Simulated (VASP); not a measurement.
Set up this calculation in VASP 6.6.1, as the native input.

| Quantity | Value |
| --- | --- |
| Task | single point |
| Functional | PBEsol |
| Potentials or basis | VASP PAW PBE potentials, release 64 (Zr_sv) |
| Cutoff | 520 eV |
| k mesh | 17 × 17 × 9 |
| Occupations | gaussian, width 0.05 eV |
| Spin | no spin polarisation |
| Dipole correction | no |
| Further INCAR settings | ALGO = Normal; EDIFF = 1e-07; NBANDS = 19 |

The structure of Zr lies in POSCAR:

```
Zr
1.0
    3.1941981723      0.0000000000      0.0000000000
   -1.5970990862      2.7662567620      0.0000000000
    0.0000000000      0.0000000000      5.0868038518
Zr
2
Direct
    0.3333333333      0.6666666667      0.2500000000
    0.6666666667      0.3333333333      0.7500000000
```

The input as run:

INCAR

```
SYSTEM = Zr
ALGO = Normal
EDIFF = 1E-7
ENCUT = 520
GGA = PS
ISIF = 2
ISMEAR = 0
LASPH = .TRUE.
LCHARG = .FALSE.
LREAL = .FALSE.
LWAVE = .FALSE.
NBANDS = 19
NELM = 100
PREC = Accurate
SIGMA = 0.05
```

KPOINTS

```
k-points
0
G
  17 17 9
  0 0 0
```

Potentials or basis: VASP PAW PBE potentials, release 64 (Zr_sv).

Command:

```console
$ cat potpaw_PBE.64/Zr_sv/POTCAR > POTCAR
$ mpirun -np 1 vasp_std > vasp.out
```

It gave:

```yaml
Pressure: 0.1 GPa
Band_gap_on_the_k_mesh: zero (band 12 reaches 10.22 eV, above the bottom of band 13 at 9.04 eV)
```

Caveat: the PAW data sets were made with another functional, which shifts forces and pressure a little.

Wall time 110 s on 1 thread of Intel(R) Xeon(R) Platinum 8175M CPU @ 2.50GHz (Skylake/Cascade Lake), with other jobs on the host, peak memory 0.24 GiB.
